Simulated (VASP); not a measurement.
Set up this calculation in VASP 6.6.1, as the native input.

```yaml
Task: relaxation of the atoms
Functional: PBEsol
Potentials_or_basis: VASP PAW PBE potentials, release 64 (Sn_d, Se)
Cutoff: 520 eV
k_mesh: 10 × 10 × 6
Occupations: gaussian, width 0.05 eV
Spin: no spin polarisation
Dipole_correction: no
Further_INCAR_settings: ALGO = Normal; EDIFF = 1e-06; IBRION = 2; EDIFFG = -0.001; NSW = 60
```

The structure of SnSe2 lies in POSCAR:

```
SnSe2
1.0
    3.8172006016      0.0000000000      0.0000000000
   -1.9086003008      3.3057926923      0.0000000000
    0.0000000000      0.0000000000      6.1667051912
Sn Se
1 2
Direct
    0.0000000000      0.0000000000      0.0000000000
    0.3333333333      0.6666666667      0.2573338118
    0.6666666667      0.3333333333      0.7426661882
```

One way to write it, as run:

INCAR

```
SYSTEM = SnSe2
  PREC = Accurate
  ENCUT = 520
  EDIFF = 1E-6
  ISMEAR = 0
  SIGMA = 0.05
  LREAL = .FALSE.
  LASPH = .TRUE.
  NELM = 80
  ALGO = Normal
  ISIF = 2
  LWAVE = .FALSE.
  LCHARG = .FALSE.
  GGA = PS
  IBRION = 2
  NSW = 60
  EDIFFG = -0.001
```

KPOINTS

```
regular mesh
0
G
  10 10 6
  0 0 0
```

Potentials or basis: VASP PAW PBE potentials, release 64 (Sn_d, Se).

Run with:

```sh
$ cat potpaw_PBE.64/Sn_d/POTCAR potpaw_PBE.64/Se/POTCAR > POTCAR
$ mpirun -np 1 vasp_std > vasp.out
```

Results of the run:

The energy gained by relaxing is 0.0 meV/atom, the ionic steps are 3 and the pressure after relaxing is 0.0 GPa. The band gap on the k mesh is 0.53 eV (least direct gap 1.00 eV).

Caveat: the PAW data sets were made with another functional, which shifts forces and pressure a little; spin-orbit coupling is left out, which moves the levels of the heavy elements; this functional lacks dispersion, which binds the layers, so the pressure and a relaxed spacing across them are unreliable.

Wall time 3 min on 1 thread of Oxide Virtual Turin-like Processor, with other jobs on the host, peak memory 0.22 GiB.
